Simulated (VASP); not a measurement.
# Zn (Im-3m) in VASP: notebook, part 2 of 2

VASP 6.6.1. Earlier steps stand in the parts before.

## Step 3: Relaxation of cell and atoms, PBE, target pressure 20 GPa, at which the enthalpy is minimised

The input, INCAR:

```
SYSTEM = Zn
ALGO = Normal
EDIFF = 1E-7
EDIFFG = -0.01
ENCUT = 500
GGA = PE
GGA_COMPAT = .FALSE.
IBRION = 2
ISIF = 3
ISMEAR = -1
LASPH = .TRUE.
LCHARG = .FALSE.
LREAL = .FALSE.
LWAVE = .FALSE.
NELM = 120
NELMIN = 4
NSW = 50
PREC = Accurate
PSTRESS = 200.0
SIGMA = 0.05
```

The input, KPOINTS:

```
k-points
0
G
  10 10 10
  0 0 0
```

The input, POSCAR:

```
Zn
1.0
   -1.5650000000      1.5650000000      1.5650000000
    1.5650000000     -1.5650000000      1.5650000000
    1.5650000000      1.5650000000     -1.5650000000
Zn
1
Direct
    0.0000000000      0.0000000000      0.0000000000
```

Potentials or basis: VASP PAW PBE potentials, release 64 (Zn).

On the command line:

```bash
> cat potpaw_PBE.64/Zn/POTCAR > POTCAR
> mpirun -np 1 vasp_std > vasp.out
```

OUTCAR:

```text
SYSTEM = Zn
   EDIFF = 1E-7
   EDIFFG = -0.01
   ENCUT = 500
   GGA = PE
   IBRION = 2
   ISIF = 3
   ISMEAR = -1
   LASPH = .TRUE.
   LREAL = .FALSE.
   NELM = 120
   NELMIN = 4
   NSW = 50
   PREC = Accurate
   PSTRESS = 200.0

 ion  position               nearest neighbor table
   1  0.000  0.000  0.000-

  LATTYP: Found a body centered cubic cell.
 ALAT       =     3.1300000000

  Lattice vectors:

 A1 = (  -1.5650000000,   1.5650000000,   1.5650000000)
 A2 = (   1.5650000000,  -1.5650000000,   1.5650000000)
 A3 = (   1.5650000000,   1.5650000000,  -1.5650000000)

Analysis of symmetry for initial positions (statically):
=====================================================================
 Subroutine PRICEL returns:
[... 367 lines left out ...]
 cond. band min:       5.0848080884   @ k =   0.4000   0.1000   0.0000
 fundamental gap:      0.3531447521
 Fermi energy:         5.0029130082

 k-point     1 :       0.0000    0.0000    0.0000
  band No.  band energies     occupation
      1      -7.3935      2.00000
      2      -3.8066      2.00000
      3      -3.8066      2.00000
      4      -3.8066      2.00000
      5      -3.1225      2.00000
      6      -3.1225      2.00000
      7      26.7834      0.00000
      8      26.7834      0.00000
      9      26.7834      0.00000
     10      26.8933      0.00000
[... 287 lines left out ...]
 k-point    24 :      -0.3000    0.3000    0.1000
  band No.  band energies     occupation
      1      -4.7580      2.00000
      2      -3.9818      2.00000
      3      -3.5431      2.00000
      4      -3.2870      2.00000
      5      -3.1020      2.00000
      6      -2.5328      2.00000
      7      11.4938      0.00000
      8      17.3137      0.00000
      9      18.8449      0.00000
     10      24.2862      0.00000

 [... further k-points ...]

------------------------ aborting loop because EDIFF is reached ----------------------------------------

  FORCE on cell =-STRESS in cart. coord.  units (eV):
  Direction    XX          YY          ZZ          XY          YZ          ZX
  --------------------------------------------------------------------------------------
  -------------------------------------------------------------------------------------
  Total        1.6062524      1.6062524      1.6062524      0.0000000      0.0000000     -0.0000000
  in kB      200.1200421    200.1200421    200.1200421      0.0000000      0.0000000     -0.0000000
  external PRESSURE =       0.1200421 kB  Pullay stress =     200.0000000 kB
[... 20 lines left out ...]
  energy  without entropy=       -0.8960042207  energy(sigma->0) =       -0.89772549

  enthalpy is  TOTEN    =         0.7058421776 eV   P V=        1.6052889325

 reached required accuracy - stopping structural energy minimisation
```

OSZICAR:

```text
N       E                     dE             d eps       ncg     rms          rms(c)
DAV:   1     0.326748409040E+02    0.32675E+02   -0.67867E+03   956   0.186E+03
DAV:   2    -0.558261001028E+00   -0.33233E+02   -0.32518E+02   954   0.196E+02
DAV:   3    -0.112634299577E+01   -0.56808E+00   -0.56771E+00  1068   0.285E+01
DAV:   4    -0.112758182368E+01   -0.12388E-02   -0.12388E-02  1072   0.135E+00
[... 52 lines left out ...]
DAV:   2    -0.899500217075E+00    0.40258E-03   -0.19704E-03  1028   0.104E+00    0.500E-02
DAV:   3    -0.899463371031E+00    0.36846E-04   -0.19477E-05  1024   0.870E-02    0.271E-02
DAV:   4    -0.899446965629E+00    0.16405E-04   -0.54674E-06  1262   0.405E-02    0.101E-03
DAV:   5    -0.899446843098E+00    0.12253E-06   -0.13488E-07   674   0.397E-03    0.310E-04
DAV:   6    -0.899446754962E+00    0.88137E-07   -0.79537E-09   470   0.115E-03
   6 F= 0.70584218E+00 E0= 0.70756344E+00  d E =-.274188E-04
```

It took 20 s on 1 thread of Intel Xeon Platinum 8488C (Sapphire Rapids), shared host; peak memory 0.13 GiB.

Results:

```yaml
Free_energy: -0.8994 eV
Relaxed_volume: 12.86 Å³/atom
Relaxed_cell: a = 2.556 Å, b = 2.556 Å, c = 2.556 Å, α = 109.47°, β = 109.47°, γ = 109.47°
Space_group_after_relaxing_to_0.1_Å: Im-3m (No. 229)
Energy_change_on_relaxing_the_run_minimises_the_enthalpy: +133.8 meV/atom
Ionic_steps: 6
Pressure_after_relaxing: 20.0 GPa
Band_gap_on_the_k_mesh: zero (bands 6 and 7 overlap by 5.14 eV)
```

Step by step:
```csv
step,energy change (eV),largest force (eV/Å),pressure (GPa),volume (Å³)
1,0.0000,0.0000,0.46,15.33
2,0.3773,0.0000,41.35,11.55
3,0.1313,0.0000,19.77,12.88
4,0.1371,0.0000,20.34,12.83
5,0.1312,0.0000,19.77,12.88
6,0.1338,0.0000,20.01,12.86
```

Final structure:
```cif
data_structure
_symmetry_space_group_name_H-M 'P 1'
_symmetry_Int_Tables_number 1
_cell_length_a 2.5563
_cell_length_b 2.5563
_cell_length_c 2.5563
_cell_angle_alpha 109.471
_cell_angle_beta 109.471
_cell_angle_gamma 109.471
_cell_volume 12.86
loop_
_atom_site_label
_atom_site_type_symbol
_atom_site_fract_x
_atom_site_fract_y
_atom_site_fract_z
_atom_site_occupancy
Zn1 Zn 0.00000 0.00000 0.00000 1
```

Caveat: the cell is relaxed towards a set pressure, so the run minimises the enthalpy, not the energy; the volume moved by over 15 % at a fixed basis, so the end points are rough.

## Step 4: Single point, PBE

This run uses another cell than the first one, of 12.82 Å³/atom.

The input, INCAR:

```
SYSTEM = Zn
ALGO = Normal
EDIFF = 1E-6
ENCUT = 500
GGA = PE
GGA_COMPAT = .FALSE.
ISIF = 2
ISMEAR = -1
LASPH = .TRUE.
LCHARG = .FALSE.
LREAL = .FALSE.
LWAVE = .FALSE.
NBANDS = 12
NELM = 120
PREC = Accurate
SIGMA = 0.05
```

KPOINTS is that of step 3.

The input, POSCAR:

```
Zn
1.0
   -1.4742525235      1.4742525235      1.4742525235
    1.4742525235     -1.4742525235      1.4742525235
    1.4742525235      1.4742525235     -1.4742525235
Zn
1
Direct
    0.0000000000      0.0000000000      0.0000000000
```

On the command line:

```bash
> cat potpaw_PBE.64/Zn/POTCAR > POTCAR
> mpirun -np 1 vasp_std > vasp.out
```

Run time: 3.8 s. Hardware: 1 thread of Intel Xeon 6975P-C (Granite Rapids), shared host; peak memory 0.12 GiB.

It converged, with:

* Free energy: -0.8937 eV
* Pressure: 20.6 GPa
* Band gap on the k mesh: zero (bands 6 and 7 overlap by 5.14 eV)

Levels at points of the mesh, in eV from the Fermi level:
| k point | band 3 | band 4 | band 5 | band 6 | band 7 | band 8 | band 9 | band 10 |
| --- | --- | --- | --- | --- | --- | --- | --- | --- |
| (0.00, 0.00, 0.00) | -8.83 | -8.83 | -8.14 | -8.14 | 21.84 | 21.84 | 21.84 | 21.92 |
| (0.50, 0.00, 0.00) | -8.17 | -8.09 | -7.67 | -3.95 | -1.08 | 12.46 | 13.50 | 16.45 |
| (0.50, 0.50, 0.50) | -7.78 | -7.78 | -7.78 | 4.05 | 4.05 | 4.05 | 8.83 | 8.83 |

Caveat: the cell stands under pressure.

## Step 5: Overview

| task | cell | gap on the mesh (eV) | pressure (GPa) |
| --- | --- | --- | --- |
| relaxation of cell and atoms | relaxed to 10 GPa from a = 2.711 Å, angles 109.5°, 1 atom | none | 10.0 |
| relaxation of cell and atoms | relaxed to 20 GPa from a = 2.711 Å, angles 109.5°, 1 atom | none | 20.0 |
| single point | a = 2.553 Å, angles 109.5°, 1 atom | none | 20.6 |

Alike in all rows: level PBE; potentials or basis VASP PAW PBE potentials, release 64 (Zn); no spin polarisation; k mesh 10 × 10 × 10; cutoff (eV) 500; smearing fermi-dirac 0.05 eV.

Caveats: the cell is relaxed towards a set pressure, so the run minimises the enthalpy, not the energy (at least some runs); the volume moved by over 15 % at a fixed basis, so the end points are rough (at least some runs); the cell stands under pressure (at least some runs).

Total energies depend on the potentials used, so only differences within one code and one set of settings carry meaning.
